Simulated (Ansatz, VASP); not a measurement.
## BN in VASP and in Ansatz

File INCAR:

```
SYSTEM = BN
ALGO = Normal
EDIFF = 1E-7
ENCUT = 520
GGA = PE
ISIF = 2
ISMEAR = 0
IVDW = 12
LASPH = .True.
LCHARG = .True.
LELF = .True.
LREAL = .False.
LVHAR = .True.
LWAVE = .False.
NBANDS = 26
NELM = 100
PREC = Accurate
SIGMA = 0.05
```

The input KPOINTS:

```
k-points
0
Gamma
  10 10 2
  0 0 0
```

Contents of POSCAR:

```
BN
1.0
   -2.5064381127      0.0000000000      0.0000000000
   -1.2532190563     -2.1706390786      0.0000000000
    0.0000000000      0.0000000000     13.7336949040
B N
4 4
Direct
    0.3333333333      0.3333333333      0.8431440426
    0.3333333333      0.3333333333      0.3613474468
    0.6666666667      0.6666666667      0.1204491489
    0.6666666667      0.6666666667      0.6022457447
    0.3333333333      0.3333333333      0.1204491489
    0.3333333333      0.3333333333      0.6022457447
    0.6666666667      0.6666666667      0.8431440426
    0.6666666667      0.6666666667      0.3613474468
```

Input for Ansatz:

```yaml
crystal:
  lattice:
    - [-2.5064381127, 0.0, 0.0]
    - [-1.2532190563, -2.1706390786, 0.0]
    - [0.0, 0.0, 13.733694904]
  atoms:
    - { symbol: B, position: [0.3333333333, 0.3333333333, 0.8431440426] }
    - { symbol: B, position: [0.3333333333, 0.3333333333, 0.3613474468] }
    - { symbol: B, position: [0.6666666667, 0.6666666667, 0.1204491489] }
    - { symbol: B, position: [0.6666666667, 0.6666666667, 0.6022457447] }
    - { symbol: "N", position: [0.3333333333, 0.3333333333, 0.1204491489] }
    - { symbol: "N", position: [0.3333333333, 0.3333333333, 0.6022457447] }
    - { symbol: "N", position: [0.6666666667, 0.6666666667, 0.8431440426] }
    - { symbol: "N", position: [0.6666666667, 0.6666666667, 0.3613474468] }
basis:
  ecutwfc: 420
kpoints:
  mp_grid: { grid: [10, 10, 2] }
hamiltonian:
  xc: pbe
  dispersion: d3bj
scf:
  occupations: { method: gaussian, width: 0.05 }
output:
  forces: true
  stress: true
  eigenvalues: true
```

Alike in both runs: task single point; functional PBE; dispersion D3(BJ); k mesh 10 × 10 × 2; occupations gaussian, width 0.05 eV; no spin polarisation.

|  | VASP | Ansatz |
| --- | --- | --- |
| version | VASP 6.6.1 | Ansatz 0.2.0 |
| potentials or method | VASP PAW PBE potentials, release 64 (B, N), cutoff 520 eV | scalar-relativistic, plane waves, PAW |
| valence electrons in the cell | 32 | 32 |

|  | VASP | Ansatz | Ansatz less VASP |
| --- | --- | --- | --- |
| gap on the k mesh at the Fermi level (eV) | 4.27 | 4.28 | +0.007 |
| least direct gap on the mesh (eV) | 4.69 | 4.70 | +0.005 |
| pressure (GPa) | 0.0 | -0.1 | -0.07 |
| traceless stress, the component that is largest in VASP (GPa) | -0.58 | -0.38 | +0.197 |
| rms of the force components (eV/Å) | 0.014 | 0.014 | -0.0002 |

Atom by atom the forces differ by 0.000 eV/Å (rms over components).
